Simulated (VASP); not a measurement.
# Cu3N (Pm-3m) in VASP: notebook, part 2 of 3

VASP 6.6.1.

## Step 4: Single point, PBEsol

This run uses another cell than the first one, of 14.07 Å³/atom.

INCAR

```
SYSTEM = Cu3N
PREC = Accurate
ENCUT = 600
EDIFF = 1E-6
ISMEAR = -1
SIGMA = 0.05
LREAL = .FALSE.
LASPH = .TRUE.
NELM = 120
ALGO = Normal
ISIF = 2
LWAVE = .FALSE.
LCHARG = .FALSE.
GGA = PS
NBANDS = 27
GGA_COMPAT = .FALSE.
```

KPOINTS

```
regular mesh
0
G
  5 5 5
  0 0 0
```

POSCAR

```
Cu3N
1.0
    3.8322126553      0.0000000000      0.0000000000
    0.0000000000      3.8322126553      0.0000000000
    0.0000000000      0.0000000000      3.8322126553
Cu N
3 1
Direct
    0.5000000000      0.0000000000      0.0000000000
    0.0000000000      0.5000000000      0.0000000000
    0.0000000000      0.0000000000      0.5000000000
    0.0000000000      0.0000000000      0.0000000000
```

Potentials or basis: VASP PAW PBE potentials, release 64 (Cu, N).

Launch:

```
$ cat potpaw_PBE.64/Cu/POTCAR potpaw_PBE.64/N/POTCAR > POTCAR
$ mpirun -np 1 vasp_std > vasp.out
```

OUTCAR:

```text
SYSTEM = Cu3N
   PREC = Accurate
   ENCUT = 600
   EDIFF = 1E-6
   ISMEAR = -1
   LREAL = .FALSE.
   LASPH = .TRUE.
   NELM = 120
   ISIF = 2
   GGA = PS

 ion  position               nearest neighbor table
   1  0.500  0.000  0.000-   4 1.92   4 1.92   2 2.71   3 2.71   2 2.71   2 2.71   3 2.71   3 2.71
                             3 2.71   2 2.71
   2  0.000  0.500  0.000-   4 1.92   4 1.92   1 2.71   3 2.71   1 2.71   3 2.71   3 2.71   3 2.71
                             1 2.71   1 2.71
   3  0.000  0.000  0.500-   4 1.92   4 1.92   1 2.71   1 2.71   2 2.71   2 2.71   2 2.71   2 2.71
                             1 2.71   1 2.71
   4  0.000  0.000  0.000-   1 1.92   2 1.92   3 1.92   3 1.92   2 1.92   1 1.92

  LATTYP: Found a simple cubic cell.
 ALAT       =     3.8322126553

  Lattice vectors:

 A1 = (   3.8322126553,   0.0000000000,   0.0000000000)
 A2 = (   0.0000000000,   3.8322126553,   0.0000000000)
 A3 = (   0.0000000000,   0.0000000000,   3.8322126553)

Analysis of symmetry for initial positions (statically):
=====================================================================
 Subroutine PRICEL returns:
 Original cell was already a primitive cell.

[... 159 lines left out ...]

 val. band max:        4.2336904513   @ k =   0.4000   0.4000   0.4000
 cond. band min:       5.5272318740   @ k =   0.0000   0.0000   0.0000
 fundamental gap:      1.2935414227
 Fermi energy:         4.9450123588

 k-point     1 :       0.0000    0.0000    0.0000
  band No.  band energies     occupation
      1     -12.0836      2.00000
      2      -0.5759      2.00000
      3      -0.1365      2.00000
      4      -0.1365      2.00000
      5      -0.1365      2.00000
      6       0.7988      2.00000
[... 289 lines left out ...]
     26      12.2049      0.00000
     27      16.4263      0.00000

------------------------ aborting loop because EDIFF is reached ----------------------------------------

  FORCE on cell =-STRESS in cart. coord.  units (eV):
  Direction    XX          YY          ZZ          XY          YZ          ZX
  --------------------------------------------------------------------------------------
  -------------------------------------------------------------------------------------
  Total       -2.0246088     -2.0246088     -2.0246088      0.0000000      0.0000000     -0.0000000
  in kB      -57.6372044    -57.6372044    -57.6372044      0.0000000      0.0000000     -0.0000000
  external PRESSURE =     -57.6372044 kB  Pullay stress =       0.0000000 kB

 VOLUME and BASIS-vectors are now :
 -----------------------------------------------------------------------------
  energy-cutoff  :      600.00
  volume of cell :       56.28
      direct lattice vectors                 reciprocal lattice vectors
     3.832212655  0.000000000  0.000000000     0.260945853  0.000000000  0.000000000
     0.000000000  3.832212655  0.000000000     0.000000000  0.260945853  0.000000000
     0.000000000  0.000000000  3.832212655     0.000000000  0.000000000  0.260945853

 POSITION                                       TOTAL-FORCE (eV/Angst)
 -----------------------------------------------------------------------------------
      1.91611      0.00000      0.00000         0.000000      0.000000      0.000000
      0.00000      1.91611      0.00000         0.000000      0.000000      0.000000
      0.00000      0.00000      1.91611         0.000000      0.000000      0.000000
      0.00000      0.00000      0.00000         0.000000      0.000000      0.000000
 -----------------------------------------------------------------------------------
    total drift:                                0.000000      0.000000     -0.000000

  FREE ENERGIE OF THE ION-ELECTRON SYSTEM (eV)
  ---------------------------------------------------
  free  energy   TOTEN  =       -20.4083268258 eV

  energy  without entropy=      -20.4083265360  energy(sigma->0) =      -20.40832668
```

OSZICAR:

```text
N       E                     dE             d eps       ncg     rms          rms(c)
DAV:   1     0.307817814962E+03    0.30782E+03   -0.18759E+04   540   0.243E+03
DAV:   2     0.129811815978E+02   -0.29484E+03   -0.28176E+03   540   0.389E+02
DAV:   3    -0.234350591131E+02   -0.36416E+02   -0.34582E+02   729   0.165E+02
DAV:   4    -0.251643701019E+02   -0.17293E+01   -0.17102E+01   753   0.378E+01
DAV:   5    -0.251805983463E+02   -0.16228E-01   -0.16225E-01   702   0.398E+00    0.163E+01
DAV:   6    -0.231463359288E+02    0.20343E+01   -0.40482E+01   697   0.144E+02    0.109E+01
DAV:   7    -0.204196892593E+02    0.27266E+01   -0.10551E+01   659   0.797E+01    0.251E+00
DAV:   8    -0.204373934978E+02   -0.17704E-01   -0.74407E-01   705   0.651E+00    0.141E+00
DAV:   9    -0.204098467358E+02    0.27547E-01   -0.43303E-02   666   0.261E+00    0.349E-01
DAV:  10    -0.204085894236E+02    0.12573E-02   -0.11519E-02   708   0.185E+00    0.128E-01
DAV:  11    -0.204083648759E+02    0.22455E-03   -0.13187E-03   806   0.700E-01    0.431E-02
DAV:  12    -0.204083258708E+02    0.39005E-04   -0.17335E-04   836   0.167E-01    0.156E-02
DAV:  13    -0.204083268267E+02   -0.95594E-06   -0.30710E-05   766   0.583E-02    0.534E-03
DAV:  14    -0.204083268258E+02    0.97589E-09   -0.27583E-06   561   0.159E-02
   1 F= -.20408327E+02 E0= -.20408327E+02  d E =-.289775E-06
```

Wall time 32 s (1 thread of Intel Xeon 8259CL, shared host); peak memory 0.17 GiB.

What came out:

* Free energy: -20.4083 eV
* Pressure: -5.8 GPa
* Band gap on the k mesh: 1.29 eV (least direct gap 1.79 eV)

Levels at points of the mesh, in eV from the valence-band top:
| k point | band 17 | band 18 | band 19 | band 20 | band 21 | band 22 |
| --- | --- | --- | --- | --- | --- | --- |
| (0.00, 0.00, 0.00) | -1.43 | -1.43 | -1.39 | 1.29 | 5.55 | 5.55 |

Caveat: the cell stands under tension; the PAW data sets were made with another functional, which shifts forces and pressure a little; an odd mesh through Γ misses points on the zone boundary, where band edges can lie.

## Step 5: Single point, PBEsol

This run uses another cell than the first one, of 14.35 Å³/atom.

INCAR

```
  ALGO = Normal
  EDIFF = 1E-6
  ENCUT = 600
  GGA = PS
  GGA_COMPAT = False
  ISIF = 2
  ISMEAR = -1
  LASPH = True
  LCHARG = False
  LREAL = False
  LWAVE = False
  NBANDS = 27
  NELM = 120
  PREC = Accurate
  SIGMA = 0.05
```

KPOINTS

```
k-points
0
Gamma
  5 5 5
```

POSCAR

```
Cu3N
1.0
    3.8570978503      0.0000000000      0.0000000000
    0.0000000000      3.8570978503      0.0000000000
    0.0000000000      0.0000000000      3.8570978503
Cu N
3 1
Direct
    0.5000000000      0.0000000000      0.0000000000
    0.0000000000      0.5000000000      0.0000000000
    0.0000000000      0.0000000000      0.5000000000
    0.0000000000      0.0000000000      0.0000000000
```

Potentials or basis: VASP PAW PBE potentials, release 64 (Cu, N).

Launch:

```
$ cat potpaw_PBE.64/Cu/POTCAR potpaw_PBE.64/N/POTCAR > POTCAR
$ mpirun -np 1 vasp_std > vasp.out
```

OUTCAR:

```text
EDIFF = 1E-6
   ENCUT = 600
   GGA = PS
   ISIF = 2
   ISMEAR = -1
   LASPH = True
   LREAL = False
   NELM = 120
   PREC = Accurate

 ion  position               nearest neighbor table
   1  0.500  0.000  0.000-   4 1.93   4 1.93   2 2.73   3 2.73   2 2.73   2 2.73   3 2.73   3 2.73
                             3 2.73   2 2.73
   2  0.000  0.500  0.000-   4 1.93   4 1.93   1 2.73   3 2.73   1 2.73   3 2.73   3 2.73   3 2.73
                             1 2.73   1 2.73
   3  0.000  0.000  0.500-   4 1.93   4 1.93   1 2.73   1 2.73   2 2.73   2 2.73   2 2.73   2 2.73
                             1 2.73   1 2.73
   4  0.000  0.000  0.000-   1 1.93   2 1.93   3 1.93   3 1.93   2 1.93   1 1.93

  LATTYP: Found a simple cubic cell.
 ALAT       =     3.8570978503

  Lattice vectors:

 A1 = (   3.8570978503,   0.0000000000,   0.0000000000)
 A2 = (   0.0000000000,   3.8570978503,   0.0000000000)
 A3 = (   0.0000000000,   0.0000000000,   3.8570978503)

Analysis of symmetry for initial positions (statically):
=====================================================================
 Subroutine PRICEL returns:
 Original cell was already a primitive cell.

[... 158 lines left out ...]
 E-fermi :   4.7270     XC(G=0): -10.8252

 val. band max:        4.0438271638   @ k =   0.4000   0.4000   0.4000
 cond. band min:       5.2673671844   @ k =   0.0000   0.0000   0.0000
 fundamental gap:      1.2235400206
 Fermi energy:         4.7270274546

 k-point     1 :       0.0000    0.0000    0.0000
  band No.  band energies     occupation
      1     -12.1098      2.00000
      2      -0.6549      2.00000
      3      -0.2278      2.00000
      4      -0.2278      2.00000
      5      -0.2278      2.00000
      6       0.7034      2.00000
[... 289 lines left out ...]
     26      11.8840      0.00000
     27      16.0564      0.00000

------------------------ aborting loop because EDIFF is reached ----------------------------------------

  FORCE on cell =-STRESS in cart. coord.  units (eV):
  Direction    XX          YY          ZZ          XY          YZ          ZX
  --------------------------------------------------------------------------------------
  -------------------------------------------------------------------------------------
  Total       -2.7598640     -2.7598640     -2.7598640     -0.0000000     -0.0000000      0.0000000
  in kB      -77.0577453    -77.0577453    -77.0577453     -0.0000000     -0.0000000      0.0000000
  external PRESSURE =     -77.0577453 kB  Pullay stress =       0.0000000 kB

 VOLUME and BASIS-vectors are now :
 -----------------------------------------------------------------------------
  energy-cutoff  :      600.00
  volume of cell :       57.38
      direct lattice vectors                 reciprocal lattice vectors
     3.857097850  0.000000000  0.000000000     0.259262284  0.000000000  0.000000000
     0.000000000  3.857097850  0.000000000     0.000000000  0.259262284  0.000000000
     0.000000000  0.000000000  3.857097850     0.000000000  0.000000000  0.259262284

 POSITION                                       TOTAL-FORCE (eV/Angst)
 -----------------------------------------------------------------------------------
      1.92855      0.00000      0.00000         0.000000      0.000000      0.000000
      0.00000      1.92855      0.00000         0.000000      0.000000      0.000000
      0.00000      0.00000      1.92855         0.000000      0.000000      0.000000
      0.00000      0.00000      0.00000         0.000000      0.000000      0.000000
 -----------------------------------------------------------------------------------
    total drift:                                0.000000      0.000000     -0.000000

  FREE ENERGIE OF THE ION-ELECTRON SYSTEM (eV)
  ---------------------------------------------------
  free  energy   TOTEN  =       -20.3614966530 eV

  energy  without entropy=      -20.3614961812  energy(sigma->0) =      -20.36149642
```

stdout:

```text
POSCAR found type information on POSCAR CuN
 POSCAR found :  2 types and       4 ions
 scaLAPACK will be used
 -----------------------------------------------------------------------------
|                                                                             |
|                                                                             |
|     You enforced a specific xc type in the INCAR file but a different       |
|     I HOPE YOU KNOW WHAT YOU ARE DOING!                                     |
|                                                                             |
 -----------------------------------------------------------------------------

 LDA part: xc-table for (Slater+PW92), standard interpolation
 POSCAR, INCAR and KPOINTS ok, starting setup
 FFT: planning ... GRIDC
 FFT: planning ... GRID_SOFT
 FFT: planning ... GRID
 WAVECAR not read
 entering main loop
```

It took 24 s on 1 thread of Intel Xeon 8259CL, shared host; peak memory 0.18 GiB.

What came out:

- Free energy: -20.3615 eV
- Pressure: -7.7 GPa
- Band gap on the k mesh: 1.22 eV (least direct gap 1.80 eV)

Levels at points of the mesh, in eV from the valence-band top:
| k point | band 15 | band 16 | band 17 | band 18 | band 19 | band 20 | band 21 | band 22 | band 23 | band 24 |
| --- | --- | --- | --- | --- | --- | --- | --- | --- | --- | --- |
| (0.00, 0.00, 0.00) | -1.89 | -1.40 | -1.40 | -1.40 | -1.36 | 1.22 | 5.46 | 5.46 | 6.86 | 6.86 |

Caveat: the cell stands under tension; the PAW data sets were made with another functional, which shifts forces and pressure a little; an odd mesh through Γ misses points on the zone boundary, where band edges can lie.

(Part 2 of 3 ends here.)
